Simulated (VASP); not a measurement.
Here is a VASP 6.6.1 calculation.

Contents of INCAR:

```
SYSTEM = TiO2
ALGO = Normal ; EDIFF = 1E-7
ENCUT = 520 ; GGA = PE
ISIF = 2 ; ISMEAR = 0
LASPH = .True. ; LCHARG = .False.
LREAL = .False. ; LWAVE = .False.
NBANDS = 33 ; NELM = 80
PREC = Accurate ; SIGMA = 0.05
```

KPOINTS

```
k-points
0
Gamma
  6 6 10
  0 0 0
```

Contents of POSCAR:

```
TiO2
1.0
    4.5351000000      0.0000000000      0.0000000000
    0.0000000000      4.5351000000      0.0000000000
    0.0000000000      0.0000000000      3.0429000000
Ti O
2 4
Direct
    0.0000000000      0.0000000000      0.0000000000
    0.5000000000      0.5000000000      0.5000000000
    0.3050970583      0.3050970583      0.0000000000
    0.1949029417      0.8050970583      0.5000000000
    0.6949029417      0.6949029417      0.0000000000
    0.8050970583      0.1949029417      0.5000000000
```

Potentials or basis: VASP PAW PBE potentials, release 64 (Ti_sv, O).

Run with:

```bash
$ cat potpaw_PBE.64/Ti_sv/POTCAR potpaw_PBE.64/O/POTCAR > POTCAR
$ mpirun -np 1 vasp_std > vasp.out
```

Problem. Predict the largest force.

Solution. 0.087 eV/Å.

Problem. Estimate the band gap on the k mesh.

Solution. 1.81 eV, direct.

Problem. What does it give for the pressure?

Solution. 3.7 GPa.

Stress tensor (GPa, compression positive):
```
 7.38  0.00  0.00
 0.00  7.38  0.00
 0.00  0.00 -3.62
```

A k mesh can miss the band edges. PBE gaps usually lie below the measured ones, often by a third to a half.
